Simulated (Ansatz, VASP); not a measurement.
One calculation of CdO, two programs

```
Cd O
1.0
     3.32269    0.00000    0.00000
     1.66135    2.87754    0.00000
     1.66135    0.95918    2.71297
Cd O
1 1
Direct
  0.00000 0.00000 0.00000
  0.50000 0.50000 0.50000
```

Alike in both runs: task single point; functional BLYP; k mesh 6 × 6 × 6; occupations fermi-dirac, width 0.1 eV; no spin polarisation.

|  | VASP | Ansatz |
| --- | --- | --- |
| version | VASP 6.6.1 | Ansatz 0.2.0 |
| potentials or method | VASP PAW PBE potentials, release 64 (Cd, O) | plane waves, PAW |
| plane-wave cutoff (eV) | 600 | 420 |
| valence electrons in the cell | 18 | 26 |

Ansatz gave:

| Quantity | Value |
| --- | --- |
| pressure (GPa) | 11.9 |

Question: Estimate VASP's values.

Answer: Pressure (GPa): 13.4.

VASP's potentials were made for PBE, not for BLYP. With one functional, cell and mesh, what is left measures potentials, basis and numerics. VASP's potentials hold 18 valence electrons a cell and Ansatz's 26, so a difference there can come from the potentials and not from the codes.

The k mesh is coarse, so the values compare programs but aren't converged.
